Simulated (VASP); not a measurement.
CuSnSb: single point with PBE

Crystal: CuSnSb.

```
Cu Sn Sb
1.0
     4.10691    0.00000    0.00000
     0.00000    4.10691    0.00000
     0.00000    0.00000    7.22765
Cu Sn Sb
2 2 2
Direct
  0.50000 0.00000 0.20550
  0.00000 0.50000 0.79450
  0.50000 0.00000 0.64850
  0.00000 0.50000 0.35150
  0.00000 0.00000 0.00000
  0.50000 0.50000 0.00000
```

```
Program                : VASP 6.6.1
Task                   : single point
Functional             : PBE
Potentials or basis    : VASP PAW PBE potentials, release 64 (Cu, Sn_d, Sb)
Cutoff                 : 520 eV
k mesh                 : 4 × 4 × 4
Occupations            : gaussian, width 0.1 eV
Spin                   : no spin polarisation
Dipole correction      : no
Further INCAR settings : ALGO = Fast; EDIFF = 1e-06; NBANDS = 39
```

- Pressure: 17.9 GPa
- Largest force: 2.314 eV/Å
- Band gap on the k mesh: zero (band 30 reaches 10.41 eV, above the bottom of band 31 at 8.02 eV)

Forces on the atoms (eV/Å):
```
Cu   0.000  0.000  2.314
Cu   0.000  0.000 -2.314
Sn   0.000  0.000 -1.826
Sn   0.000  0.000  1.826
Sb   0.000  0.000  0.000
Sb   0.000  0.000  0.000
```

Stress tensor (GPa, compression positive):
```
20.24  0.00  0.00
 0.00 20.24  0.00
 0.00  0.00 13.13
```

Levels at points of the mesh, in eV from the Fermi level:
```
           k point  band 26  band 27  band 28  band 29  band 30  band 31  band 32  band 33  band 34  band 35
(0.00, 0.00, 0.00)    -2.81    -2.70     0.32     0.41     0.88     0.88     1.12     1.12     1.41     1.75
(0.50, 0.00, 0.00)    -3.54    -1.30    -1.30    -1.08    -1.08     1.44     1.44     2.42     2.42     2.77
(0.50, 0.50, 0.00)    -3.75    -3.62    -3.62    -1.85    -1.85    -1.51    -1.51     4.23     4.23     4.40
(0.00, 0.00, 0.50)    -2.86    -2.70    -0.71    -0.55    -0.55    -0.05     1.31     3.40     3.40     3.49
(0.50, 0.00, 0.50)    -2.36    -2.21    -2.21    -1.24    -1.24    -0.48    -0.48     1.91     1.91     3.42
(0.50, 0.50, 0.50)    -3.78    -3.54    -3.54     0.03     0.03     0.60     0.60     0.78     0.78     0.84
```

Wall time 2.1 min on 1 thread of AMD EPYC 9R45 (Zen 5), with other jobs on the host, peak memory 0.23 GiB.

Caveat: the k points lie up to 0.38 Å⁻¹ apart; spin-orbit coupling is left out, which moves the levels of the heavy elements; forces of over 1 eV/Å act on the atoms, so gaps and moduli don't describe the material at rest.
